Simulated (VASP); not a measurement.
CdS, 4 atoms in the cell. The structure is hexagonal, space group P6_3mc (No. 186). Conventional cell: a = 4.150 Å, b = 4.150 Å, c = 6.737 Å, α = 90.00°, β = 90.00°, γ = 120.00°. Within 3.3 Å of Cd (site symmetry 3m) lie 4 S at 2.53 to 2.54 Å. S (site symmetry 3m) has 4 Cd at 2.53 to 2.54 Å within 3.3 Å. 

```yaml
Program: VASP 6.6.1
Task: single point
Functional: b88 exchange, pbe correlation
Potentials_or_basis: VASP PAW PBE potentials, release 64 (Cd, S)
Cutoff: 500 eV
k_mesh: 7 × 7 × 4
Occupations: tetrahedron
Spin: collinear spin
Starting_moments: "[0.5, -0.25, 0.0, 0.0] μB"
Dipole_correction: no
Further_INCAR_settings: ALGO = Normal; EDIFF = 1e-06; NBANDS = 30
```

Potentials or basis: VASP PAW PBE potentials, release 64 (Cd, S).

The run is started by

```bash
$ cat potpaw_PBE.64/Cd/POTCAR potpaw_PBE.64/S/POTCAR > POTCAR
$ mpirun -np 1 vasp_std > vasp.out
```

Hardware: 1 thread of Intel(R) Xeon(R) Platinum 8488C (Sapphire Rapids), on a shared host.

**Question.** Estimate the wall time of this run.

**Answer.** Wall time 2.1 min on 1 thread of Intel(R) Xeon(R) Platinum 8488C (Sapphire Rapids), on a shared host, peak memory 0.29 GiB. Counts: scf iterations 17, k points 28.
